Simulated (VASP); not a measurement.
A run of VASP 6.6.1:

INCAR

```
SYSTEM = B
  PREC = Accurate
  ENCUT = 520
  EDIFF = 1E-6
  ISMEAR = -1
  SIGMA = 0.1
  LREAL = .False.
  LASPH = .True.
  NELM = 80
  ALGO = Normal
  ISIF = 2
  LWAVE = .False.
  LCHARG = .False.
  GGA = RE
  NBANDS = 10
```

Contents of KPOINTS:

```
Automatic mesh
0
Gamma
  34 34 5
  0 0 0
```

POSCAR

```
B
1.0
    1.7228536253      0.0000000000      0.0000000000
   -0.8614268127      1.4920350066      0.0000000000
    0.0000000000      0.0000000000     10.8823619131
B
2
Direct
    0.3333333333      0.6666666667      0.2500000000
    0.6666666667      0.3333333333      0.7500000000
```

Potentials or basis: VASP PAW PBE potentials, release 64 (B).

The run is started by

```console
$ cat potpaw_PBE.64/B/POTCAR > POTCAR
$ mpirun -np 1 vasp_std > vasp.out
```

Hardware: 1 thread of AMD EPYC 7R43 64-Core Processor (Zen 3) (shared host).

Question: Estimate the wall time of this run.

Answer: It took 2.2 min on 1 thread of AMD EPYC 7R43 64-Core Processor (Zen 3), on a shared host, peak memory 0.16 GiB. Counts: scf iterations 12, k points 342.
